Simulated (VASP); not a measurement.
Input of a VASP 6.6.1 run:

The input INCAR:

```
SYSTEM = Al2GaP3
ALGO = Normal
EDIFF = 1E-7
ENCUT = 520
GGA = PE
ISIF = 2
ISMEAR = 0
LASPH = .True.
LCHARG = .False.
LREAL = .False.
LWAVE = .False.
NBANDS = 26
NELM = 80
PREC = Accurate
SIGMA = 0.1
```

File KPOINTS:

```
k-points
0
Gamma
  6 6 2
  0 0 0
```

The input POSCAR:

```
Al2GaP3
1.0
    3.6035970512      0.0000000000      0.0000000000
    0.0000000000      3.6035970512      0.0000000000
    0.0000000000      0.0000000000      7.8889187396
Al Ga P
2 1 3
Direct
    0.0000000000      0.0000000000      0.9139085175
    0.5000000000      0.5000000000      0.6056697473
    0.5000000000      0.5000000000      0.2359406412
    0.0000000000      0.0000000000      0.5638202063
    0.0000000000      0.0000000000      0.2654077798
    0.5000000000      0.5000000000      0.9152531180
```

Potentials or basis: VASP PAW PBE potentials, release 64 (Al, Ga_d, P).

Run with:

```sh
$ cat potpaw_PBE.64/Al/POTCAR potpaw_PBE.64/Ga_d/POTCAR potpaw_PBE.64/P/POTCAR > POTCAR
$ mpirun -np 1 vasp_std > vasp.out
```

Problem. What does it give for the band gap on the k mesh?

Solution. Zero (band 17 reaches 8.81 eV, above the bottom of band 18 at 4.82 eV).

Problem. Estimate the pressure.

Solution. 0.0 GPa.

Problem. Predict the largest force.

Solution. 0.035 eV/Å.

Stress tensor (GPa, compression positive):
```
 0.05  0.00  0.00
 0.00  0.05  0.00
 0.00  0.00 -0.18
```

Caveat: the k points lie up to 0.40 Å⁻¹ apart.
